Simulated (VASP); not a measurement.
# SiC (Imm2) in VASP: further runs

The runs below take SiC through single point, with PBEsol.

All numbers are computed with VASP 6.6.1; they aren't measurements. Logs are shortened: lines on timing, memory, paths and dates and some standing lists are left out, and cuts for length are marked.

## 1. The cell of the first run

The structure is orthorhombic, space group Imm2 (No. 44). The conventional cell has a = 3.029 Å, b = 3.029 Å, c = 4.284 Å, α = 90.00°, β = 90.00°, γ = 90.00°. Within 2.4 Å of Si (site symmetry mm2) lie 4 C at 1.81 to 1.90 Å. Within 2.4 Å of C (site symmetry mm2) lie 4 Si at 1.81 to 1.90 Å.

## 2. Single point, PBEsol

The input, INCAR:

```
PREC = Accurate ; ENCUT = 520
EDIFF = 1E-6 ; ISMEAR = 0
SIGMA = 0.05 ; LREAL = False
LASPH = True ; NELM = 100
ALGO = Normal ; ISIF = 2
LWAVE = False ; LCHARG = True
GGA = PS ; LELF = True
LVHAR = True ; NBANDS = 11
```

The input, KPOINTS:

```
Automatic mesh
0
Gamma
  10 10 10
```

The input, POSCAR:

```
SiC
1.0
    0.0000000000      2.1420104787      2.1420104787
    2.1420104787      0.0000000000      2.1420104787
    2.1420104787      2.1420104787      0.0000000000
Si C
1 1
Direct
    0.0058896629     -0.0058896629      0.0058896629
    0.7362283587      0.7637716413      0.7362283587
```

Potentials or basis: VASP PAW PBE potentials, release 64 (Si, C).

The run is started by

```sh
$ cat potpaw_PBE.64/Si/POTCAR potpaw_PBE.64/C/POTCAR > POTCAR
$ mpirun -np 1 vasp_std > vasp.out
```

OUTCAR:

```text
PREC = Accurate
   ENCUT = 520
   EDIFF = 1E-6
   ISMEAR = 0
   LREAL = False
   LASPH = True
   NELM = 100
   ISIF = 2
   GGA = PS

 ion  position               nearest neighbor table
   1  0.006  0.994  0.006-   2 1.81   2 1.81   2 1.90   2 1.90
   2  0.736  0.764  0.736-   1 1.81   1 1.81   1 1.90   1 1.90

  LATTYP: Found a face centered cubic cell.
 ALAT       =     4.2840209574

  Lattice vectors:

 A1 = (   0.0000000000,   2.1420104787,   2.1420104787)
 A2 = (   2.1420104787,   0.0000000000,   2.1420104787)
 A3 = (   2.1420104787,   2.1420104787,   0.0000000000)

Analysis of symmetry for initial positions (statically):
=====================================================================
 Subroutine PRICEL returns:
 Original cell was already a primitive cell.

 Routine SETGRP: Setting up the symmetry group for a
 face centered cubic supercell.

 Subroutine GETGRP returns: Found  4 space group operations
 (whereof  4 operations were pure point group operations)
 out of a pool of 48 trial point group operations.

The static configuration has the point symmetry C_2v.

Analysis of symmetry for dynamics (positions and initial velocities):
=====================================================================
 Subroutine PRICEL returns:
 Original cell was already a primitive cell.

 Routine SETGRP: Setting up the symmetry group for a
 face centered cubic supercell.

 Subroutine GETGRP returns: Found  4 space group operations
 (whereof  4 operations were pure point group operations)
 out of a pool of 48 trial point group operations.

The dynamic configuration has the point symmetry C_2v.

 Subroutine INISYM returns: Found  4 space group operations
 (whereof  4 operations are pure point group operations),
 and found     1 'primitive' translations

----------------------------------------------------------------------------------------

                                     Primitive cell

  volume of cell :      19.6560

  direct lattice vectors                    reciprocal lattice vectors
     0.000000000  2.142010479  2.142010479    -0.233425562  0.233425562  0.233425562
     2.142010479  0.000000000  2.142010479     0.233425562 -0.233425562  0.233425562
     2.142010479  2.142010479  0.000000000     0.233425562  0.233425562 -0.233425562

  length of vectors
     3.029260270  3.029260270  3.029260270     0.404304933  0.404304933  0.404304933

  position of ions in fractional coordinates (direct lattice)
     0.005889663  0.994110337  0.005889663
     0.736228359  0.763771641  0.736228359

  ion indices of the primitive-cell ions
   primitive index   ion index
                 1           1
                 2           2

----------------------------------------------------------------------------------------

 KPOINTS: Automatic mesh

Automatic generation of k-mesh.
 Grid dimensions read from file:
 generate k-points for:   10   10   10

 Generating k-lattice:

  Cartesian coordinates                     Fractional coordinates (reciprocal lattice)
    -0.023342556  0.023342556  0.023342556     0.100000000  0.000000000  0.000000000
     0.023342556 -0.023342556  0.023342556     0.000000000  0.100000000  0.000000000
     0.023342556  0.023342556 -0.023342556     0.000000000  0.000000000  0.100000000

  Length of vectors
     0.040430493  0.040430493  0.040430493

  Shift w.r.t. Gamma in fractional coordinates (k-lattice)
     0.000000000  0.000000000  0.000000000

 Subroutine IBZKPT returns following result:
 ===========================================

 Found    171 irreducible k-points:

 Following reciprocal coordinates:
            Coordinates               Weight
  0.000000  0.000000  0.000000      1.000000
  0.100000  0.000000  0.000000      4.000000
  0.000000  0.100000  0.000000      4.000000
  0.200000  0.000000  0.000000      4.000000
  0.000000  0.200000  0.000000      4.000000
  0.300000  0.000000  0.000000      4.000000
[... 16 lines left out ...]
  0.000000  0.400000  0.100000      8.000000
  0.100000  0.000000  0.400000      4.000000
 [... further k-points ...]
   k-points           NKPTS =    171   k-points in BZ     NKDIM =    171   number of bands    NBANDS=     11
   number of dos      NEDOS =    301   number of ions     NIONS =      2
   total plane-waves  NPLWV =  13824
   dimension x,y,z NGX =    24 NGY =   24 NGZ =   24
   dimension x,y,z NGXF=    48 NGYF=   48 NGZF=   48
   ions per type =               1   1
   NGX,Y,Z   is equivalent  to a cutoff of  13.17, 13.17, 13.17 a.u.
   NGXF,Y,Z  is equivalent  to a cutoff of  26.34, 26.34, 26.34 a.u.
 SYSTEM =  unknown system
   PREC   = accura    normal or accurate (medium, high low for compatibility)
   ISTART =      0    job   : 0-new  1-cont  2-samecut
   ICHARG =      2    charge: 1-file 2-atom 10-const
   ISPIN  =      1    spin polarized calculation?
   LNONCOLLINEAR =      F non collinear calculations
   LSORBIT =      F    spin-orbit coupling
   LASPH  =      T    aspherical Exc in radial PAW
   ENCUT  =  520.0 eV  38.22 Ry    6.18 a.u.   5.63  5.63  5.63*2*pi/ulx,y,z
   NELM   =    100;   NELMIN=  2; NELMDL= -5     # of ELM steps
   EDIFF  = 0.1E-05   stopping-criterion for ELM
   LREAL  =      F    real-space projection
   EDIFFG = 0.1E-04   stopping-criterion for IOM
   NSW    =      0    number of steps for IOM
   IBRION =     -1    ionic relax: 0-MD 1-quasi-New 2-CG
   NFREE  =      0    steps in history (QN), initial steepest desc. (CG)
   ISIF   =      2    stress and relaxation
   ISYM   =      2    0-nonsym 1-usesym 2-fastsym
   POTIM  = 0.5000    time-step for ionic-motion
   TEBEG  =    0.0;   TEEND  =   0.0 temperature during run
   PSTRESS=    0.0 pullay stress
   NELECT =       8.0000    total number of electrons
   NUPDOWN=      -1.0000    fix difference up-down
   EMIN   =  10.00;   EMAX   =-10.00  energy-range for DOS
   EFERMI =   0.00;   METHOD = LEGACY
   ISMEAR =     0;   SIGMA  =   0.05  broadening in eV -4-tet -1-fermi 0-gaus
   EFERMI_NEDOS =   21; number of points for ismear=-14 and -15
   IALGO  =     38    algorithm
   IMIX   =      4    mixing-type and parameters
     AMIX     =   0.40;   BMIX     =  1.00
     AMIX_MAG =   1.60;   BMIX_MAG =  1.00
  volume/ion in A,a.u.               =       9.83        66.32
  Fermi-wavevector in a.u.,A,eV,Ry     =   1.213221  2.292655 20.026485  1.471905
  Thomas-Fermi vector in A             =   2.348680
   LORBIT       =      0    0 simple, 1 ext, 2 COOP (PROOUT), +10 PAW based schemes
   GGA     = PS    functional components
   LHFCALC =     F    Hartree Fock is set to
   AEXX    =    0.0000 exact exchange contribution
   IVDW    =     0    specifies the selected vdW correction
   LEPSILON=     F    determine dielectric tensor
   LRPA    =     F    only Hartree local field effects (RPA)
 non-spin polarized calculation
 Gauss-broadening in eV      SIGMA  =   0.05
  energy-cutoff  :      520.00
  volume of cell :       19.66
 maximum number of plane-waves:       544
   NGX = 11   NGY = 11   NGZ = 11

 number of electron       8.0000000 magnetization

 Free energy of the ion-electron system (eV)
  ---------------------------------------------------
  ext. energy  EPLUGINS =         0.00000000
  ---------------------------------------------------
  free energy    TOTEN  =       -15.79860377 eV

  energy without entropy =      -15.79860377  energy(sigma->0) =      -15.79860377

 E-fermi :   9.3192     XC(G=0): -11.7273

 val. band max:        9.0193291627   @ k =   0.0000   0.0000   0.0000
 cond. band min:       9.8086718609   @ k =   0.5000   0.5000   0.0000
 fundamental gap:      0.7893426982
 Fermi energy:         9.3191957490

 k-point     1 :       0.0000    0.0000    0.0000
  band No.  band energies     occupation
      1      -7.1950      2.00000
      2       8.2209      2.00000
      3       8.6574      2.00000
      4       9.0193      2.00000
      5      15.3912      0.00000
      6      16.1221      0.00000
      7      16.2446      0.00000
      8      16.4196      0.00000
      9      23.3874      0.00000
     10      23.3924      0.00000
     11      25.6758      0.00000

 k-point     2 :       0.1000    0.0000    0.0000
  band No.  band energies     occupation
      1      -6.9902      2.00000
      2       7.3555      2.00000
      3       8.4140      2.00000
      4       8.8736      2.00000
      5      15.5316      0.00000
      6      16.3727      0.00000
      7      16.4490      0.00000
      8      16.8405      0.00000
      9      22.2766      0.00000
     10      22.3438      0.00000
     11      25.2719      0.00000

 k-point     3 :       0.0000    0.1000    0.0000
  band No.  band energies     occupation
      1      -6.9917      2.00000
      2       7.7898      2.00000
      3       8.0960      2.00000
      4       8.6864      2.00000
      5      15.5981      0.00000
      6      16.2995      0.00000
      7      16.6306      0.00000
      8      16.6689      0.00000
      9      22.4568      0.00000
     10      22.4585      0.00000
     11      24.9854      0.00000

 k-point     4 :       0.2000    0.0000    0.0000
  band No.  band energies     occupation
      1      -6.3833      2.00000
      2       5.2683      2.00000
      3       8.0660      2.00000
      4       8.5440      2.00000
      5      15.1887      0.00000
      6      16.6894      0.00000
      7      17.1017      0.00000
      8      17.8172      0.00000
      9      21.5267      0.00000
     10      21.6045      0.00000
     11      24.3626      0.00000

 k-point     5 :       0.0000    0.2000    0.0000
  band No.  band energies     occupation
      1      -6.3903      2.00000
      2       5.5788      2.00000
      3       7.8055      2.00000
      4       8.3652      2.00000
      5      15.2237      0.00000
      6      16.5851      0.00000
      7      17.0242      0.00000
      8      17.8377      0.00000
      9      21.7719      0.00000
     10      21.9667      0.00000
     11      24.1011      0.00000
[... 211 lines left out ...]
 k-point    21 :       0.3000    0.2000    0.3000
  band No.  band energies     occupation
      1      -5.6061      2.00000
      2       4.0077      2.00000
      3       7.0337      2.00000
      4       7.8312      2.00000
      5      14.6133      0.00000
      6      16.4699      0.00000
      7      17.7812      0.00000
      8      17.9783      0.00000
      9      21.3091      0.00000
     10      23.8631      0.00000
     11      25.1058      0.00000

 k-point    22 :       0.4000    0.1000    0.0000
  band No.  band energies     occupation
      1      -4.4250      2.00000
      2       1.5423      2.00000
      3       7.0665      2.00000
      4       7.5141      2.00000
      5      14.3797      0.00000
      6      16.0936      0.00000
      7      17.4011      0.00000
      8      18.9775      0.00000
      9      22.2264      0.00000
     10      25.2592      0.00000
     11      25.7356      0.00000

 k-point    23 :       0.0000    0.4000    0.1000
  band No.  band energies     occupation
      1      -4.4705      2.00000
      2       1.8097      2.00000
      3       6.8428      2.00000
      4       7.3701      2.00000
      5      14.4250      0.00000
      6      16.1018      0.00000
      7      16.9677      0.00000
      8      19.0695      0.00000
      9      22.5652      0.00000
     10      25.4385      0.00000
     11      25.8339      0.00000

 k-point    24 :       0.1000    0.0000    0.4000
  band No.  band energies     occupation
      1      -4.4293      2.00000
      2       1.5683      2.00000
      3       7.0345      2.00000
      4       7.4940      2.00000
      5      14.5274      0.00000
      6      16.2100      0.00000
      7      16.9868      0.00000
      8      18.9984      0.00000
      9      22.3680      0.00000
     10      25.5445      0.00000
     11      25.5869      0.00000

 [... further k-points ...]
[... 5 lines left out ...]
  --------------------------------------------------------------------------------------
  -------------------------------------------------------------------------------------
  Total        1.7565033      1.5454460      1.7565033      0.0000000      0.0000000     -0.9707798
  in kB      143.1742060    125.9707325    143.1742060      0.0000000      0.0000000    -79.1291618
  external PRESSURE =     137.4397149 kB  Pullay stress =       0.0000000 kB

 VOLUME and BASIS-vectors are now :
 -----------------------------------------------------------------------------
  energy-cutoff  :      520.00
  volume of cell :       19.66
      direct lattice vectors                 reciprocal lattice vectors
     0.000000000  2.142010479  2.142010479    -0.233425562  0.233425562  0.233425562
     2.142010479  0.000000000  2.142010479     0.233425562 -0.233425562  0.233425562
     2.142010479  2.142010479  0.000000000     0.233425562  0.233425562 -0.233425562

 POSITION                                       TOTAL-FORCE (eV/Angst)
 -----------------------------------------------------------------------------------
      2.14201      0.02523      2.14201         0.000000     -1.795877      0.000000
      3.21302      3.15402      3.21302         0.000000      1.795877      0.000000
 -----------------------------------------------------------------------------------
    total drift:                               -0.000000     -0.000389     -0.000000

  FREE ENERGIE OF THE ION-ELECTRON SYSTEM (eV)
  ---------------------------------------------------
  free  energy   TOTEN  =       -15.7986037669 eV

  energy  without entropy=      -15.7986037669  energy(sigma->0) =      -15.79860377
```

Wall time 18 s (1 thread of AMD EPYC 9R45 (Zen 5), shared host); peak memory 0.13 GiB.

What came out:

- Free energy: -15.7986 eV
- Pressure: 13.7 GPa
- Largest force: 1.796 eV/Å
- Band gap on the k mesh: 0.79 eV, indirect (least direct gap 4.29 eV)

Forces on the atoms (eV/Å):
```
Si   0.000 -1.796  0.000
C    0.000  1.796  0.000
```

Stress tensor (GPa, compression positive):
```
14.32  0.00 -7.91
 0.00 12.60  0.00
-7.91  0.00 14.32
```

Caveat: the PAW data sets were made with another functional, which shifts forces and pressure a little. A k mesh can miss the band edges.

(Part 1 of 2 ends here.)
